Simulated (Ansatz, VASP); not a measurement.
## One calculation of Pt, two programs

```xyz
4
Lattice="2.7083 0.0000 0.0000 -1.3541 2.3455 0.0000 0.0000 0.0000 9.3530" Properties=species:S:1:pos:R:3 pbc="T T T"
Pt    1.3541    0.6778    3.5074
Pt    1.3541    0.6778    8.1839
Pt    0.0000    1.6676    1.1691
Pt    0.0000    1.6676    5.8456
```

Change from the starting cell: mode 1 frozen in at +0.000 Å and mode 2 at -0.104 Å (largest displacements).

Alike in both runs: task single point; functional LDA; k mesh 18 × 18 × 6; occupations gaussian, width 0.15 eV; no spin polarisation.

```csv
,VASP,Ansatz
version,VASP 6.6.1,Ansatz 0.2.0
potentials or method,"VASP PAW LDA potentials, release 64 (Pt), cutoff 520 eV","scalar-relativistic, plane waves, PAW"
valence electrons in the cell,40,72
```

```tsv
	VASP	Ansatz	Ansatz less VASP
gap on the k mesh at the Fermi level (eV)	none	none	-
pressure (GPa)	1.8	0.7	-1.06
traceless stress, the component that is largest in VASP (GPa)	-1.93	-1.99	-0.058
rms of the force components (eV/Å)	0.081	0.078	-0.0028
```

Ansatz warns that its potentials were made for another functional, while VASP's fit it. LDA's correlation is that of Perdew and Zunger in VASP and of Perdew and Wang (1992) in Ansatz. Atom by atom the forces differ by 0.003 eV/Å (rms over components). A gap of «none» marks a metal or a gap that the smearing closes. VASP's potentials hold 40 valence electrons a cell and Ansatz's 72, so a difference there can come from the potentials and not from the codes.

Neither program's run includes spin-orbit coupling.
